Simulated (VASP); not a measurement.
# Te (R-3m) in VASP: a series of runs, part 2 of 2

VASP 6.6.1.

### 5 Single point, PBE (33.58 Å³/atom)

This run uses another cell than the first one, of 33.58 Å³/atom.

The input, INCAR:

```
SYSTEM = Te
ALGO = Normal
EDIFF = 1E-6
ENCUT = 520
GGA = PE
ISIF = 2
ISMEAR = 0
LASPH = .TRUE.
LCHARG = .TRUE.
LELF = .TRUE.
LREAL = .FALSE.
LVHAR = .TRUE.
LWAVE = .FALSE.
NBANDS = 9
NELM = 60
PREC = Accurate
SIGMA = 0.15
```

The input, KPOINTS:

```
k-points
0
G
  15 15 15
  0 0 0
```

The input, POSCAR:

```
Te
1.0
    2.3154393894      1.3368195548      1.8080494379
   -2.3154393894      1.3368195548      1.8080494379
    0.0000000000     -2.6736391095      1.8080494379
Te
1
Direct
    0.5000000000      0.5000000000      0.5000000000
```

Potentials or basis: VASP PAW PBE potentials, release 64 (Te).

The run is started by

```bash
> cat potpaw_PBE.64/Te/POTCAR > POTCAR
> mpirun -np 1 vasp_std > vasp.out
```

OUTCAR:

```text
SYSTEM = Te
   EDIFF = 1E-6
   ENCUT = 520
   GGA = PE
   ISIF = 2
   ISMEAR = 0
   LASPH = .TRUE.
   LREAL = .FALSE.
   NELM = 60
   PREC = Accurate

 ion  position               nearest neighbor table
   1  0.500  0.500  0.500-

  LATTYP: Found a trigonal (rhomboedric) cell.
 ALAT       =     3.2275980013
 COS(alpha) =    -0.0292904756

  Lattice vectors:

 A1 = (   2.3154393894,   1.3368195548,   1.8080494379)
 A2 = (  -2.3154393894,   1.3368195548,   1.8080494379)
 A3 = (   0.0000000000,  -2.6736391095,   1.8080494379)

Analysis of symmetry for initial positions (statically):
=====================================================================
 Subroutine PRICEL returns:
 Original cell was already a primitive cell.

 Routine SETGRP: Setting up the symmetry group for a
 trigonal (rhombohedral) supercell.

 Subroutine GETGRP returns: Found 12 space group operations
 (whereof 12 operations were pure point group operations)
 out of a pool of 12 trial point group operations.

The static configuration has the point symmetry D_3d.

Analysis of symmetry for dynamics (positions and initial velocities):
=====================================================================
 Subroutine PRICEL returns:
 Original cell was already a primitive cell.

 Routine SETGRP: Setting up the symmetry group for a
 trigonal (rhombohedral) supercell.

 Subroutine GETGRP returns: Found 12 space group operations
 (whereof 12 operations were pure point group operations)
 out of a pool of 12 trial point group operations.

The dynamic configuration has the point symmetry D_3d.

 Subroutine INISYM returns: Found 12 space group operations
 (whereof 12 operations are pure point group operations),
[... 104 lines left out ...]
   PSTRESS=    0.0 pullay stress
   NELECT =       6.0000    total number of electrons
   NUPDOWN=      -1.0000    fix difference up-down
   EMIN   =  10.00;   EMAX   =-10.00  energy-range for DOS
   EFERMI =   0.00;   METHOD = LEGACY
   ISMEAR =     0;   SIGMA  =   0.15  broadening in eV -4-tet -1-fermi 0-gaus
   EFERMI_NEDOS =   21; number of points for ismear=-14 and -15
   IALGO  =     38    algorithm
   IMIX   =      4    mixing-type and parameters
     AMIX     =   0.40;   BMIX     =  1.00
     AMIX_MAG =   1.60;   BMIX_MAG =  1.00
  volume/ion in A,a.u.               =      33.58       226.60
  Fermi-wavevector in a.u.,A,eV,Ry     =   0.922082  1.742481 11.568141  0.850234
  Thomas-Fermi vector in A             =   2.047569
   LORBIT       =      0    0 simple, 1 ext, 2 COOP (PROOUT), +10 PAW based schemes
   GGA     = PE    functional components
   LHFCALC =     F    Hartree Fock is set to
   AEXX    =    0.0000 exact exchange contribution
   IVDW    =     0    specifies the selected vdW correction
   LEPSILON=     F    determine dielectric tensor
   LRPA    =     F    only Hartree local field effects (RPA)
 non-spin polarized calculation
 Gauss-broadening in eV      SIGMA  =   0.15
  energy-cutoff  :      520.00
  volume of cell :       33.58
 maximum number of plane-waves:       921
   NGX = 11   NGY = 11   NGZ = 11

 number of electron       6.0000001 magnetization

 Free energy of the ion-electron system (eV)
  ---------------------------------------------------
  ext. energy  EPLUGINS =         0.00000000
  ---------------------------------------------------
  free energy    TOTEN  =        -3.10418505 eV

  energy without entropy =       -3.09833373  energy(sigma->0) =       -3.10125939

 E-fermi :   6.0718     XC(G=0):  -9.1695

 val. band max:        6.0490093051   @ k =  -0.3333   0.3333   0.2000
 cond. band min:       6.0759962038   @ k =  -0.1333  -0.2667   0.0667
 fundamental gap:      0.0269868986
 Fermi energy:         6.0718464561

 k-point     1 :       0.0000    0.0000    0.0000
  band No.  band energies     occupation
      1      -7.3095      2.00000
      2       7.1248      0.00000
      3       7.3162      0.00000
      4       7.3162      0.00000
      5      12.1818      0.00000
      6      12.1818      0.00000
      7      12.4848      0.00000
      8      23.1634      0.00000
      9      23.2635      0.00000
[... 265 lines left out ...]
 k-point    24 :       0.2000    0.1333   -0.0000
  band No.  band energies     occupation
      1      -6.6625      2.00000
      2       4.1997      2.00000
      3       5.7450      1.99794
      4       7.8079      0.00000
      5      12.9570      0.00000
      6      14.9370      0.00000
      7      16.3735      0.00000
      8      18.1767      0.00000
      9      19.7058      0.00000

 [... further k-points ...]
[... 5 lines left out ...]
  --------------------------------------------------------------------------------------
  -------------------------------------------------------------------------------------
  Total       -0.3037230     -0.3037230     -0.2258983     -0.0000000     -0.0000000      0.0000000
  in kB      -14.4917367    -14.4917367    -10.7784350     -0.0000000     -0.0000000      0.0000000
  external PRESSURE =     -13.2539694 kB  Pullay stress =       0.0000000 kB

 VOLUME and BASIS-vectors are now :
 -----------------------------------------------------------------------------
  energy-cutoff  :      520.00
  volume of cell :       33.58
      direct lattice vectors                 reciprocal lattice vectors
     2.315439389  1.336819555  1.808049438     0.215941735  0.124674019  0.184360741
    -2.315439389  1.336819555  1.808049438    -0.215941735  0.124674019  0.184360741
     0.000000000 -2.673639109  1.808049438     0.000000000 -0.249348038  0.184360741

 POSITION                                       TOTAL-FORCE (eV/Angst)
 -----------------------------------------------------------------------------------
      0.00000      0.00000      2.71207         0.000000     -0.000000     -0.000000
 -----------------------------------------------------------------------------------
    total drift:                                0.000000      0.000000     -0.000000

  FREE ENERGIE OF THE ION-ELECTRON SYSTEM (eV)
  ---------------------------------------------------
  free  energy   TOTEN  =        -3.1041850496 eV

  energy  without entropy=       -3.0983337303  energy(sigma->0) =       -3.10125939
```

OSZICAR:

```text
N       E                     dE             d eps       ncg     rms          rms(c)
DAV:   1     0.174531986129E+02    0.17453E+02   -0.24685E+03  6192   0.526E+02
DAV:   2    -0.251679875118E+01   -0.19970E+02   -0.19132E+02  8035   0.715E+01
DAV:   3    -0.309413601339E+01   -0.57734E+00   -0.57455E+00  7573   0.152E+01
DAV:   4    -0.309919597426E+01   -0.50600E-02   -0.50596E-02  8694   0.162E+00
DAV:   5    -0.309925260128E+01   -0.56627E-04   -0.56626E-04  7768   0.132E-01    0.685E+00
DAV:   6    -0.310205031141E+01   -0.27977E-02   -0.12323E-03  7417   0.215E-01    0.421E+00
DAV:   7    -0.310415372027E+01   -0.21034E-02   -0.28543E-03  6596   0.325E-01    0.116E-01
DAV:   8    -0.310418000282E+01   -0.26283E-04   -0.82217E-05  7518   0.546E-02    0.392E-02
DAV:   9    -0.310418499530E+01   -0.49925E-05   -0.92045E-06  7308   0.176E-02    0.129E-02
DAV:  10    -0.310418504962E+01   -0.54322E-07   -0.35739E-07  7036   0.343E-03
   1 F= -.31041850E+01 E0= -.31012594E+01  d E =-.585132E-02
```

It used 52 s of CPU time on 1 thread of Intel Xeon 8259CL, with other jobs on the host.

What came out:

```yaml
Free_energy: -3.1042 eV
Pressure: -1.3 GPa
Band_gap_on_the_k_mesh: zero (bands 3 and 4 overlap by 4.95 eV)
```

Caveat: spin-orbit coupling is left out, which moves the levels of the heavy elements.

### 6 Single point, PBE (33.58 Å³/atom)

This run uses another cell than the first one, of 33.58 Å³/atom.

The input, INCAR:

```
ALGO = Normal ; EDIFF = 1E-6
ENCUT = 520 ; GGA = PE
ISIF = 2 ; ISMEAR = 0
LASPH = True ; LCHARG = False
LREAL = False ; LWAVE = False
NBANDS = 9 ; NELM = 100
PREC = Accurate ; SIGMA = 0.15
```

The input, KPOINTS:

```
k-points
0
Gamma
  15 15 15
```

The input, POSCAR:

```
Te
1.0
    2.2949240809      1.3249750359      1.8405197806
   -2.2949240809      1.3249750359      1.8405197806
    0.0000000000     -2.6499500717      1.8405197806
Te
1
Direct
    0.5000000000      0.5000000000      0.5000000000
```

Potentials or basis: VASP PAW PBE potentials, release 64 (Te).

The run is started by

```bash
> cat potpaw_PBE.64/Te/POTCAR > POTCAR
> mpirun -np 1 vasp_std > vasp.out
```

OUTCAR:

```text
EDIFF = 1E-6
   ENCUT = 520
   GGA = PE
   ISIF = 2
   ISMEAR = 0
   LASPH = True
   LREAL = False
   NELM = 100
   PREC = Accurate

 ion  position               nearest neighbor table
   1  0.500  0.500  0.500-

  LATTYP: Found a trigonal (rhomboedric) cell.
 ALAT       =     3.2264141776
 COS(alpha) =    -0.0118739304

  Lattice vectors:

 A1 = (   2.2949240809,   1.3249750359,   1.8405197806)
 A2 = (  -2.2949240809,   1.3249750359,   1.8405197806)
 A3 = (   0.0000000000,  -2.6499500717,   1.8405197806)

Analysis of symmetry for initial positions (statically):
[... 457 lines left out ...]
      2       4.2309      2.00000
      3       5.7933      1.99307
      4       7.8062      0.00000
      5      12.9307      0.00000
      6      14.8424      0.00000
      7      16.2596      0.00000
      8      17.9585      0.00000
      9      19.8279      0.00000

 [... further k-points ...]
[... 5 lines left out ...]
  --------------------------------------------------------------------------------------
  -------------------------------------------------------------------------------------
  Total       -0.2752575     -0.2752575     -0.2477323      0.0000000     -0.0000000      0.0000000
  in kB      -13.1335459    -13.1335459    -11.8202196      0.0000000     -0.0000000      0.0000000
  external PRESSURE =     -12.6957705 kB  Pullay stress =       0.0000000 kB

 VOLUME and BASIS-vectors are now :
 -----------------------------------------------------------------------------
  energy-cutoff  :      520.00
  volume of cell :       33.58
      direct lattice vectors                 reciprocal lattice vectors
     2.294924081  1.324975036  1.840519781     0.217872131  0.125788533  0.181108259
    -2.294924081  1.324975036  1.840519781    -0.217872131  0.125788533  0.181108259
     0.000000000 -2.649950072  1.840519781     0.000000000 -0.251577067  0.181108259

 POSITION                                       TOTAL-FORCE (eV/Angst)
 -----------------------------------------------------------------------------------
      0.00000      0.00000      2.76078         0.000000      0.000000      0.000000
 -----------------------------------------------------------------------------------
    total drift:                                0.000000      0.000000     -0.000000

  FREE ENERGIE OF THE ION-ELECTRON SYSTEM (eV)
  ---------------------------------------------------
  free  energy   TOTEN  =        -3.1051012694 eV

  energy  without entropy=       -3.0990290025  energy(sigma->0) =       -3.10206514
```

OSZICAR:

```text
N       E                     dE             d eps       ncg     rms          rms(c)
DAV:   1     0.175705609255E+02    0.17571E+02   -0.25064E+03  6192   0.528E+02
DAV:   2    -0.252421414667E+01   -0.20095E+02   -0.19272E+02  8194   0.711E+01
DAV:   3    -0.309512278133E+01   -0.57091E+00   -0.56813E+00  7506   0.151E+01
DAV:   4    -0.310007188594E+01   -0.49491E-02   -0.49487E-02  8507   0.159E+00
DAV:   5    -0.310012871871E+01   -0.56833E-04   -0.56833E-04  7913   0.137E-01    0.688E+00
DAV:   6    -0.310295633614E+01   -0.28276E-02   -0.11987E-03  7472   0.214E-01    0.423E+00
DAV:   7    -0.310506808268E+01   -0.21117E-02   -0.27790E-03  6590   0.323E-01    0.115E-01
DAV:   8    -0.310509596286E+01   -0.27880E-04   -0.79520E-05  7529   0.537E-02    0.396E-02
DAV:   9    -0.310510120362E+01   -0.52408E-05   -0.95462E-06  7270   0.179E-02    0.130E-02
DAV:  10    -0.310510126936E+01   -0.65743E-07   -0.34516E-07  6963   0.341E-03
   1 F= -.31051013E+01 E0= -.31020651E+01  d E =-.607227E-02
```

It took 72 s on 1 thread of Intel Xeon 8259CL, shared host; peak memory 0.22 GiB.

Results:

```
Free energy            : -3.1051 eV
Pressure               : -1.3 GPa
Band gap on the k mesh : zero (bands 3 and 4 overlap by 5.15 eV)
```

Stress tensor (GPa, compression positive):
```
-1.31  0.00  0.00
 0.00 -1.31  0.00
 0.00  0.00 -1.18
```

Levels at points of the mesh, in eV from the Fermi level:
```
           k point  band 1  band 2  band 3  band 4  band 5  band 6  band 7  band 8
(0.00, 0.00, 0.00)  -13.39    1.12    1.19    1.19    6.09    6.09    6.40   17.20
```

Caveat: spin-orbit coupling is left out, which moves the levels of the heavy elements.

### 7 Overview

```csv
cell,gap on the mesh (eV),pressure (GPa)
"a = 3.198 Å, angles 89.7°, 1 atom",none,0.0
"a = 3.199 Å, angles 88.6°, 1 atom",none,-0.1
"a = 3.226 Å, angles 89.7°, 1 atom",none,-1.3
"a = 3.228 Å, angles 91.7°, 1 atom",none,-1.3
"a = 3.226 Å, angles 90.7°, 1 atom",none,-1.3
```

Alike in all rows: task single point; level PBE; potentials or basis VASP PAW PBE potentials, release 64 (Te); no spin polarisation; k mesh 15 × 15 × 15; cutoff (eV) 520; smearing gaussian 0.15 eV.

Caveats: spin-orbit coupling is left out, which moves the levels of the heavy elements.

Absolute energies hang on the potentials; compare differences alone.

The gap in the log of VASP goes by the Fermi energy; the results here count the filled bands.